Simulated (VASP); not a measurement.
Wanted: the native input for a VASP 6.6.1 run.

```
Task                   : single point
Functional             : r2SCAN
Potentials or basis    : VASP PAW PBE potentials, release 64 (C)
Cutoff                 : 660 eV
k mesh                 : 10 × 10 × 10
Occupations            : gaussian, width 0.01 eV
Spin                   : no spin polarisation
Dipole correction      : no
Further INCAR settings : ALGO = Normal; EDIFF = 1e-06; NBANDS = 11
```

C:

```
C
1.0
     0.00000    1.79775    1.79775
     1.79775    0.00000    1.79775
     1.79775    1.79775    0.00000
C
2
Direct
  0.00000 0.00000 0.00000
  0.25000 0.25000 0.25000
```

This cell differs from its parent crystal: volume changed by +3%.

These files were run (other wordings do the same):

POSCAR

```
C
1.0
    0.0000000000      1.7977504955      1.7977504955
    1.7977504955      0.0000000000      1.7977504955
    1.7977504955      1.7977504955      0.0000000000
C
2
Direct
    0.0000000000      0.0000000000      0.0000000000
    0.2500000000      0.2500000000      0.2500000000
```

INCAR.step1

```
  PREC = Accurate
  ENCUT = 660
  ISMEAR = 0
  SIGMA = 0.01
  LREAL = False
  LASPH = True
  NELM = 120
  NBANDS = 11
  GGA = PE
  ALGO = Normal
  EDIFF = 1E-5
  LWAVE = True
  LCHARG = False
  GGA_COMPAT = False
```

INCAR.step2

```
  PREC = Accurate
  ENCUT = 660
  EDIFF = 1E-6
  ISMEAR = 0
  SIGMA = 0.01
  LREAL = False
  LASPH = True
  NELM = 120
  ALGO = Normal
  ISIF = 2
  LWAVE = False
  LCHARG = False
  METAGGA = R2SCAN
  LMIXTAU = True
  NBANDS = 11
  ISTART = 1
  GGA_COMPAT = False
```

KPOINTS

```
regular mesh
0
Gamma
  10 10 10
```

Potentials or basis: VASP PAW PBE potentials, release 64 (C).

Run with:

```bash
$ cat potpaw_PBE.64/C/POTCAR > POTCAR
$ cp INCAR.step1 INCAR
$ mpirun -np 1 vasp_std > vasp.out
$ cp INCAR.step2 INCAR
$ mpirun -np 1 vasp_std > vasp.out
```

Results of the run:

```yaml
Pressure: -12.5 GPa
Band_gap_on_the_k_mesh: 4.32 eV, indirect (least direct gap 5.77 eV)
```

Caveat: the PAW data sets were made with another functional, which shifts forces and pressure a little.

It took 42 s on 1 thread of Intel Xeon 8259CL, on a shared host, peak memory 0.14 GiB.
